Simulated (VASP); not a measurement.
The system is Rh.

```
Rh
1.0
     2.73098    0.00000    0.00000
    -1.36549    2.36510    0.00000
     0.00000    0.00000    4.42849
Rh
2
Direct
  0.66667 0.33333 0.75000
  0.33333 0.66667 0.25000
```

Base run:

* Program: VASP 6.6.1
* Functional: LDA
* Potentials or basis: VASP PAW LDA potentials, release 64 (Rh_pv)
* Cutoff: 520 eV
* k mesh: 12 × 12 × 6
* Occupations: gaussian, width 0.1 eV
* Spin: no spin polarisation

Its results: band gap on the k mesh zero (band 15 reaches 11.67 eV, above the bottom of band 16 at 9.40 eV); pressure -18.8 GPa.

Problem. The run is repeated on the same cell with these changes: k mesh from 12 × 12 × 6 to 7 × 7 × 4. What comes out?

Solution. Band gap on the k mesh zero (band 15 reaches 11.53 eV, above the bottom of band 16 at 9.54 eV); pressure -19.6 GPa.

Caveats: some runs use coarse meshes.
